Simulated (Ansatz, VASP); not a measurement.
**CoPb3 in VASP and in Ansatz**

```xyz
4
Lattice="4.6675 0.0000 0.0000 0.0000 4.6675 0.0000 0.0000 0.0000 4.6675" Properties=species:S:1:pos:R:3 pbc="T T T"
Pb    0.0000    2.3338    2.3338
Pb    2.3338    0.0000    2.3338
Pb    2.3338    2.3338    0.0000
Co    0.0000    0.0000    0.0000
```

Alike in both runs: task single point; functional PBEsol; k mesh 10 × 10 × 10; occupations gaussian, width 0.1 eV; collinear spin.

|  | VASP | Ansatz |
| --- | --- | --- |
| version | VASP 6.6.1 | Ansatz 0.2.0 |
| potentials or method | VASP PAW PBE potentials, release 64 (Pb_d, Co), cutoff 520 eV | scalar-relativistic, plane waves, PAW |
| valence electrons in the cell | 51 | 59 |

|  | VASP | Ansatz | Ansatz less VASP |
| --- | --- | --- | --- |
| gap on the k mesh at the Fermi level (eV) | none | none | - |
| pressure (GPa) | -2.2 | -2.1 | +0.09 |
| net moment per atom (μB) | 0.39 | 0.39 | +0.002 |
| size of the moment on the site where the two differ most (μB) | 1.65 | 1.69 | +0.049 |

VASP's potentials were made for PBE, not for PBEsol. Site moments also hang on the region over which each program counts them. A gap of «none» marks a metal or a gap that the smearing closes. VASP's potentials hold 51 valence electrons a cell and Ansatz's 59, so a difference there can come from the potentials and not from the codes.

Neither program's run includes spin-orbit coupling.
